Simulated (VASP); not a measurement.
Runs of VASP 6.6.1 on CdS. The structure is that of space group P6_3mc (No. 186), or close to it. The cells are those of the table. 

```csv
task,cell,gap on the mesh (eV),pressure (GPa)
single point,"a = 4.166, b = 4.166, c = 6.655 Å, angles 90.0, 90.0, 120.0°, 4 atoms",1.09,-0.4
single point,"a = 4.166, b = 4.166, c = 6.668 Å, angles 90.0, 90.0, 120.0°, 4 atoms",1.09,(a)
relaxation of the atoms,"atoms relaxed from a = 4.166, b = 4.166, c = 6.644 Å, angles 90.0, 90.0, 120.0°, 4 atoms",1.09,-0.3
single point,"a = 4.166, b = 4.166, c = 6.644 Å, angles 90.0, 90.0, 120.0°, 4 atoms",1.09,-0.3
```

Alike in all rows: level PBEsol; potentials or basis VASP PAW PBE potentials, release 64 (Cd, S); no spin polarisation; k mesh 6 × 6 × 4; cutoff (eV) 520; smearing gaussian 0.02 eV.

Q: Estimate the missing entries.

A: (a) -0.5.

Caveats: the PAW data sets were made with another functional, which shifts forces and pressure a little.

A k mesh can miss the band edges, and the runs leave out spin-orbit coupling on Cd.
